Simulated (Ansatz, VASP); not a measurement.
# KI: VASP beside Ansatz

Contents of INCAR:

```
PREC     = Accurate       # precision mode
ENCUT    = 520            # plane-wave cutoff, eV
EDIFF    = 1E-7           # SCF threshold, eV
ISMEAR   = 0              # smearing method
SIGMA    = 0.05           # smearing width, eV
LREAL    = False          # projectors in reciprocal space
LASPH    = True           # aspherical terms in the spheres
NELM     = 100            # most SCF steps
ALGO     = Normal         # electronic algorithm
ISIF     = 2              # what is computed and relaxed
LWAVE    = False          # write WAVECAR
LCHARG   = False          # write CHGCAR
GGA      = PS             # functional
NBANDS   = 15             # bands
```

Contents of KPOINTS:

```
regular mesh
0
Gamma
  6 6 6
```

POSCAR

```
KI
1.0
    0.0000000000      3.5245500000      3.4188135000
    3.5245500000      0.0000000000      3.4188135000
    3.5245500000      3.5245500000      0.0000000000
K I
1 1
Direct
    0.0000000000      0.0000000000      0.0000000000
    0.5000000000      0.5000000000      0.5000000000
```

Input for Ansatz:

```yaml
crystal:
  lattice:
    - [0.0, 3.52455, 3.4188135]
    - [3.52455, 0.0, 3.4188135]
    - [3.52455, 3.52455, 0.0]
  atoms:
    - { symbol: K, position: [0.0, 0.0, 0.0] }
    - { symbol: I, position: [0.5, 0.5, 0.5] }
basis:
  ecutwfc: 420
kpoints:
  mp_grid: { grid: [6, 6, 6] }
hamiltonian:
  xc: pbesol
scf:
  occupations: { method: gaussian, width: 0.05 }
output:
  forces: true
  stress: true
  eigenvalues: true
```

Change from the starting cell: strain -0.0300 x Voigt [0, 0, 1, 0, 0, 0], atoms carried along.

Alike in both runs: task single point; functional PBEsol; k mesh 6 × 6 × 6; occupations gaussian, width 0.05 eV; no spin polarisation.

|  | VASP | Ansatz |
| --- | --- | --- |
| version | VASP 6.6.1 | Ansatz 0.2.0 |
| potentials or method | VASP PAW PBE potentials, release 64 (K_sv, I), cutoff 520 eV | scalar-relativistic, plane waves, PAW |
| valence electrons in the cell | 16 | 26 |

|  | VASP | Ansatz | Ansatz less VASP |
| --- | --- | --- | --- |
| gap on the k mesh at the Fermi level (eV) | 3.89 | 3.89 | +0.005 |
| least direct gap on the mesh (eV) | 3.89 | 3.89 | +0.005 |
| pressure (GPa) | 0.2 | 0.2 | -0.04 |
| traceless stress, the component that is largest in VASP (GPa) | 0.62 | 0.61 | -0.010 |

VASP's potentials were made for PBE, not for PBEsol. The functional is the same, so the differences come from potentials, cutoffs and numerics. VASP's potentials hold 16 valence electrons a cell and Ansatz's 26, so a difference there can come from the potentials and not from the codes.

Neither program's run includes spin-orbit coupling.
